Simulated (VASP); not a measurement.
Input of a VASP 6.6.1 run:

INCAR

```
PREC = Accurate
ENCUT = 520
EDIFF = 1E-7
ISMEAR = -1
SIGMA = 0.05
LREAL = False
LASPH = True
NELM = 100
ALGO = Normal
ISIF = 2
LWAVE = False
LCHARG = False
GGA = PS
NBANDS = 12
```

KPOINTS

```
regular mesh
0
Gamma
  18 18 18
```

The input POSCAR:

```
Ta
1.0
   -1.6403433495      1.6403433495      1.6403433495
    1.6403433495     -1.6403433495      1.6403433495
    1.6403433495      1.6403433495     -1.6403433495
Ta
1
Direct
    0.0000000000      0.0000000000      0.0000000000
```

Potentials or basis: VASP PAW PBE potentials, release 64 (Ta_pv).

The run is started by

```sh
$ cat potpaw_PBE.64/Ta_pv/POTCAR > POTCAR
$ mpirun -np 1 vasp_std > vasp.out
```

Task: What does it give for the pressure?

Result: 0.2 GPa.

Caveat: the PAW data sets were made with another functional, which shifts forces and pressure a little.
